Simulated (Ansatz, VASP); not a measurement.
## TiN in VASP and in Ansatz

Contents of INCAR:

```
SYSTEM = TiN
  ALGO = Normal
  DIPOL = 0.5 0.5 0.500
  EDIFF = 1E-6
  ENCUT = 520
  GGA = PE
  IDIPOL = 3
  ISIF = 2
  ISMEAR = 0
  LASPH = .True.
  LCHARG = .True.
  LDIPOL = .True.
  LELF = .True.
  LREAL = .False.
  LVACPOTAV = .True.
  LVHAR = .True.
  LWAVE = .False.
  NBANDS = 34
  NELM = 60
  PREC = Accurate
  SIGMA = 0.1
```

KPOINTS

```
k-points
0
Gamma
  12 12 1
  0 0 0
```

POSCAR

```
TiN
1.0
    3.0028920872      0.0000000000      0.0000000000
    0.0000000000      3.0028920872      0.0000000000
    0.0000000000      0.0000000000     19.2467307161
Ti N
3 3
Direct
    0.5000000000      0.5000000000      0.3896765695
    0.0000000000      0.0000000000      0.5000000000
    0.5000000000      0.5000000000      0.6103234305
    0.0000000000      0.0000000000      0.3896765695
    0.5000000000      0.5000000000      0.5000000000
    0.0000000000      0.0000000000      0.6103234305
```

Input for Ansatz:

```yaml
crystal:
  lattice:
    - [3.0028920872, 0.0, 0.0]
    - [0.0, 3.0028920872, 0.0]
    - [0.0, 0.0, 19.2467307161]
  atoms:
    - { symbol: Ti, position: [0.5, 0.5, 0.3896765695] }
    - { symbol: "N", position: [0.0, 0.0, 0.3896765695] }
    - { symbol: Ti, position: [0.0, 0.0, 0.5] }
    - { symbol: "N", position: [0.5, 0.5, 0.5] }
    - { symbol: Ti, position: [0.5, 0.5, 0.6103234305] }
    - { symbol: "N", position: [0.0, 0.0, 0.6103234305] }
basis:
  ecutwfc: 420
kpoints:
  mp_grid: { grid: [12, 12, 1] }
hamiltonian:
  xc: pbe
scf:
  occupations: { method: gaussian, width: 0.1 }
output:
  forces: true
  stress: true
  eigenvalues: true
  write_density: true
  write_potential: true
  elf: true
  volumetric_format: npy
efield:
  axis: 3
  dipole_correction: true
```

Alike in both runs: task single point; functional PBE; k mesh 12 × 12 × 1; occupations gaussian, width 0.1 eV; no spin polarisation.

|  | VASP | Ansatz |
| --- | --- | --- |
| version | VASP 6.6.1 | Ansatz 0.2.0 |
| potentials or method | VASP PAW PBE potentials, release 64 (Ti_sv, N), cutoff 520 eV | scalar-relativistic, plane waves, PAW |
| valence electrons in the cell | 51 | 51 |

|  | VASP | Ansatz | Ansatz less VASP |
| --- | --- | --- | --- |
| gap on the k mesh at the Fermi level (eV) | none | none | - |
| rms of the force components (eV/Å) | 0.718 | 0.720 | +0.0020 |
| work function, face that differs most (eV) | 2.78 | 2.78 | +0.002 |

A gap of «none» marks a metal or a gap that the smearing closes. With one functional, cell and mesh, what is left measures potentials, basis and numerics. Ansatz's warnings: vacuum density over bound, xc potential rough in thin density.
